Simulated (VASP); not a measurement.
Here is a VASP 6.6.1 calculation.

Contents of INCAR:

```
PREC = Accurate ; ENCUT = 520
EDIFF = 1E-7 ; ISMEAR = -1
SIGMA = 0.05 ; LREAL = False
LASPH = True ; NELM = 80
ALGO = Normal ; ISIF = 2
LWAVE = False ; LCHARG = True
GGA = PS ; LELF = True
LVHAR = True ; NBANDS = 20
```

KPOINTS

```
Automatic mesh
0
Gamma
  8 8 4
```

The input POSCAR:

```
MoS2
1.0
    3.2274645616      0.0000000000      0.0000000000
   -1.6137322808      2.7950663001      0.0000000000
    0.0000000000      0.0000000000      6.3124734200
Mo S
1 2
Direct
    0.0000000000      0.0000000000      0.5000000000
    0.6666666667      0.3333333333      0.7446806800
    0.3333333333      0.6666666667      0.2553193200
```

Potentials or basis: VASP PAW PBE potentials, release 64 (Mo_sv, S).

Launch:

```sh
$ cat potpaw_PBE.64/Mo_sv/POTCAR potpaw_PBE.64/S/POTCAR > POTCAR
$ mpirun -np 1 vasp_std > vasp.out
```

**Question.** Estimate the band gap on the k mesh.

**Answer.** Zero (band 13 reaches 7.01 eV, above the bottom of band 14 at 6.46 eV).

**Question.** What does it give for the pressure?

**Answer.** -3.4 GPa.

Forces on the atoms (eV/Å):
```
Mo   0.000  0.000  0.000
S    0.000  0.000  0.014
S    0.000  0.000 -0.014
```

Caveat: the PAW data sets were made with another functional, which shifts forces and pressure a little; this functional lacks dispersion, which binds the layers, so the pressure and a relaxed spacing across them are unreliable.
